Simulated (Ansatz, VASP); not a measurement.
# PbO2 in VASP and in Ansatz

INCAR

```
ALGO = Normal
EDIFF = 1E-6
ENCUT = 520
GGA = PS
ISIF = 2
ISMEAR = -1
LASPH = True
LCHARG = True
LELF = True
LREAL = False
LVHAR = True
LWAVE = False
NBANDS = 20
NELM = 100
PREC = Accurate
SIGMA = 0.05
```

The input KPOINTS:

```
k-points
0
Gamma
  9 9 9
```

File POSCAR:

```
PbO2
1.0
    0.0000000000      2.7019920000      2.6479521600
    2.7019920000      0.0000000000      2.6479521600
    2.7019920000      2.7019920000      0.0000000000
Pb O
1 2
Direct
    0.0000000000      0.0000000000      0.0000000000
    0.7500000000      0.7500000000      0.7500000000
    0.2500000000      0.2500000000      0.2500000000
```

input.yaml

```yaml
crystal:
  lattice:
    - [0.0, 2.701992, 2.64795216]
    - [2.701992, 0.0, 2.64795216]
    - [2.701992, 2.701992, 0.0]
  atoms:
    - { symbol: Pb, position: [0.0, 0.0, 0.0] }
    - { symbol: O, position: [0.75, 0.75, 0.75] }
    - { symbol: O, position: [0.25, 0.25, 0.25] }
kpoints:
  mp_grid: { grid: [9, 9, 9] }
  band_path:
    path:
      - [0.0, 0.0, 0.0]
      - [0.0, 0.5, 0.5]
      - [0.2603082049, 0.5, 0.7603082049]
      - [0.3801541025, 0.3801541025, 0.7603082049]
      - [0.0, 0.0, 0.0]
      - [-0.5, -0.5, 0.0]
      - [-0.3801541025, -0.3801541025, 0.2396917951]
      - [0.0, 0.0, 0.5]
    npoints: 10
scf:
  occupations: { method: fermi_dirac, width: 0.05 }
hamiltonian:
  xc: pbesol
  pseudopotentials: { kind: all_electron, lapw: { basis_error: 0.002 } }
output:
  forces: true
  stress: true
  eigenvalues: true
```

Change from the starting cell: strain_z = -0.02.

Alike in both runs: functional PBEsol; k mesh 9 × 9 × 9; occupations fermi-dirac, width 0.05 eV; no spin polarisation.

```csv
,VASP,Ansatz
version,VASP 6.6.1,Ansatz 0.2.0
potentials or method,"VASP PAW PBE potentials, release 64 (Pb_d, O), cutoff 520 eV","all-electron LAPW, scalar-relativistic"
task,single point,band structure
```

Ansatz gave:

```
gap on the k mesh at the Fermi level (eV)                     : none
pressure (GPa)                                                : -3.0
traceless stress, the component that is largest in VASP (GPa) : 3.14
```

Q: Which values does VASP return?

A: gap on the k mesh at the Fermi level (eV): none; pressure (GPa): -2.8; traceless stress, the component that is largest in VASP (GPa): 3.14.

VASP's potentials were made for PBE, not for PBEsol. A gap of «none» marks a metal or a gap that the smearing closes. Ansatz ran all-electron here, and VASP with PAW potentials.

Neither program's run includes spin-orbit coupling.
